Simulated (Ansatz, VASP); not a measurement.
One calculation of CdTe, two programs

POSCAR

```
CdTe
1.0
    0.0000000000      2.9140466100      2.9140466100
    2.9140466100      0.0000000000      2.9140466100
    2.9140466100      2.9140466100      0.0000000000
Cd Te
1 1
Direct
    0.0000000000      0.0000000000      0.0000000000
    0.5000000000      0.5000000000      0.5000000000
```

The input INCAR.step1:

```
SYSTEM = CdTe
PREC     = Accurate       ! precision mode
ENCUT    = 520            ! plane-wave cutoff, eV
ISMEAR   = -1             ! smearing method
SIGMA    = 0.05           ! smearing width, eV
LREAL    = .False.        ! projectors in reciprocal space
LASPH    = .True.         ! aspherical terms in the spheres
NELM     = 100            ! most SCF steps
NBANDS   = 16             ! bands
GGA      = PE             ! functional
ALGO     = Normal         ! electronic algorithm
EDIFF    = 1E-4           ! SCF threshold, eV
LWAVE    = .True.         ! write WAVECAR
LCHARG   = .False.        ! write CHGCAR
```

The input INCAR.step2:

```
SYSTEM = CdTe
PREC     = Accurate       ! precision mode
ENCUT    = 520            ! plane-wave cutoff, eV
EDIFF    = 1E-6           ! SCF threshold, eV
ISMEAR   = -1             ! smearing method
SIGMA    = 0.05           ! smearing width, eV
LREAL    = .False.        ! projectors in reciprocal space
LASPH    = .True.         ! aspherical terms in the spheres
NELM     = 100            ! most SCF steps
ALGO     = Normal         ! electronic algorithm
ISIF     = 2              ! what is computed and relaxed
LWAVE    = .False.        ! write WAVECAR
LCHARG   = .False.        ! write CHGCAR
METAGGA  = R2SCAN         ! meta-GGA
LMIXTAU  = .True.       
NBANDS   = 16             ! bands
ISTART   = 1
```

The input KPOINTS:

```
Automatic mesh
0
Gamma
  13 13 13
  0 0 0
```

Input for Ansatz:

```yaml
crystal:
  lattice:
    - [0.0, 2.91404661, 2.91404661]
    - [2.91404661, 0.0, 2.91404661]
    - [2.91404661, 2.91404661, 0.0]
  atoms:
    - { symbol: Cd, position: [0.0, 0.0, 0.0] }
    - { symbol: Te, position: [0.5, 0.5, 0.5] }
kpoints:
  mp_grid: { grid: [13, 13, 13] }
scf:
  occupations: { method: fermi_dirac, width: 0.05 }
hamiltonian:
  xc: r2scan
  pseudopotentials: { kind: paw }
output:
  forces: true
  stress: true
  eigenvalues: true
  populations: true
  write_density: true
  write_potential: true
  elf: true
  volumetric_format: npy
```

Change from the starting cell: volume scaled by 0.88, PAW files.

Alike in both runs: task single point; functional r2SCAN; k mesh 13 × 13 × 13; occupations fermi-dirac, width 0.05 eV; no spin polarisation.

```csv
,VASP,Ansatz
version,VASP 6.6.1,Ansatz 0.2.0
potentials or method,"VASP PAW PBE potentials, release 64 (Cd, Te)","PAW with Ansatz's default frozen-core files, scalar-relativistic"
plane-wave cutoff (eV),520,500
valence electrons in the cell,18,36
```

VASP gave:

* pressure (GPa): 9.7

Question: Estimate Ansatz's values.

Answer: Pressure (GPa): 9.3.

VASP's potentials were made for PBE, not for r2SCAN. With one functional, cell and mesh, what is left measures potentials, basis and numerics. VASP's potentials hold 18 valence electrons a cell and Ansatz's 36, so a difference there can come from the potentials and not from the codes.

Spin-orbit coupling is off throughout.
